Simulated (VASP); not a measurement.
Set up this calculation in VASP 6.6.1, as the native input.

```
Task                   : relaxation of cell and atoms
Functional             : PBEsol
Potentials or basis    : VASP PAW PBE potentials, release 64 (Ag, Au, Cl)
Cutoff                 : 600 eV
k mesh                 : 6 × 6 × 2
Occupations            : fermi-dirac, width 0.03 eV
Spin                   : no spin polarisation
Dipole correction      : no
Further INCAR settings : ALGO = Normal; EDIFF = 1e-06; IBRION = 2; EDIFFG = -0.01; NSW = 100; ISIF = 3
```

The structure of AgAu2Cl3 lies in POSCAR:

```
AgAu2Cl3
1.0
    4.1792240000      0.0000000000      0.0000000000
   -2.0896120000      3.6193141500      0.0000000000
    0.0000000000      0.0000000000     10.1564868000
Ag Au Cl
1 2 3
Direct
    0.3333333300      0.6666666700      0.6641085800
    0.0000000000      0.0000000000      0.9968616400
    0.6666666700      0.3333333300      0.3376419600
    0.0000000000      0.0000000000      0.2503703200
    0.6666666700      0.3333333300      0.5920876800
    0.3333333300      0.6666666700      0.9089298200
```

These files were run (other wordings do the same):

INCAR

```
SYSTEM = AgAu2Cl3
ALGO = Normal ; EDIFF = 1E-6
EDIFFG = -0.01 ; ENCUT = 600
GGA = PS ; IBRION = 2
ISIF = 3 ; ISMEAR = -1
LASPH = .True. ; LCHARG = .False.
LREAL = .False. ; LWAVE = .False.
NELM = 60 ; NSW = 100
PREC = Accurate ; SIGMA = 0.03
```

KPOINTS

```
k-points
0
Gamma
  6 6 2
  0 0 0
```

Potentials or basis: VASP PAW PBE potentials, release 64 (Ag, Au, Cl).

Command:

```console
$ cat potpaw_PBE.64/Ag/POTCAR potpaw_PBE.64/Au/POTCAR potpaw_PBE.64/Cl/POTCAR > POTCAR
$ mpirun -np 1 vasp_std > vasp.out
```

It gave:

```
Relaxed volume                        : 23.65 Å³/atom
Relaxed cell                          : a = 4.131 Å, b = 4.131 Å, c = 9.601 Å, α = 90.00°, β = 90.00°, γ = 120.00°
Space group after relaxing (to 0.1 Å) : P3m1 (No. 156)
Energy gained by relaxing             : 49.1 meV/atom
Ionic steps                           : 57
Pressure after relaxing               : 0.0 GPa
Largest force after relaxing          : 0.007 eV/Å
Band gap on the k mesh                : zero (filled and empty bands overlap)
```

Caveat: the PAW data sets were made with another functional, which shifts forces and pressure a little; spin-orbit coupling is left out, which moves the levels of the heavy elements.

It took 35 min on 1 thread of AMD EPYC 7R13 Processor (Zen 3) (shared host), peak memory 0.34 GiB.
